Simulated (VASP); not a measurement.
**Al3BSb2: single point with PBE**

The system is Al3BSb2.

```
CELL_PARAMETERS angstrom
6.02053 0.00000 0.00000
-3.01026 5.21393 0.00000
0.00000 0.00000 4.44240
ATOMIC_POSITIONS crystal
Al 0.84154 0.15846 0.00000
Al 0.84154 0.68309 0.00000
Al 0.31691 0.15846 0.00000
B 0.33333 0.66667 0.50000
Sb 0.33333 0.66667 0.00000
Sb 0.66667 0.33333 0.50000
```

The cell was built from a structure type or drawn by symmetry, and may not be a known phase.

```json
{"Program": "VASP 6.6.1", "Task": "single point", "Functional": "PBE", "Potentials or basis": "VASP PAW PBE potentials, release 64 (Al, B, Sb)", "Cutoff": "500 eV", "k mesh": "4 × 4 × 3", "Occupations": "gaussian, width 0.2 eV", "Spin": "no spin polarisation"}
```

| Quantity | Value |
| --- | --- |
| Pressure | 0.3 GPa |
| Largest force | 0.008 eV/Å |
| Band gap on the k mesh | zero (bands 11 and 12 overlap by 0.04 eV) |

Forces in eV/Å, atoms in the order of the input:
```
Al   0.007 -0.004  0.000
Al   0.000  0.008  0.000
Al  -0.007 -0.004  0.000
B    0.000  0.000  0.000
Sb   0.000  0.000  0.000
Sb   0.000  0.000  0.000
```

Stress tensor (GPa, compression positive):
```
0.20 0.00 0.00
0.00 0.20 0.00
0.00 0.00 0.41
```

Levels at points of the mesh, in eV from the Fermi level:
```
           k point  band 8  band 9  band 10  band 11  band 12  band 13  band 14  band 15
(0.00, 0.00, 0.00)   -4.11   -2.79    -2.39    -0.12     1.38     1.38     2.11     2.11
(0.50, 0.00, 0.00)   -2.60   -2.00    -1.60    -0.86     0.06     1.10     1.31     1.39
```

Run time: 32 s on 1 thread of Intel Xeon 8259CL (shared host), peak memory 0.25 GiB.

Caveat: the k points lie up to 0.47 Å⁻¹ apart; semilocal functionals underestimate gaps, so a narrow gap can read as zero; spin-orbit coupling is left out, which moves the levels of the heavy elements.
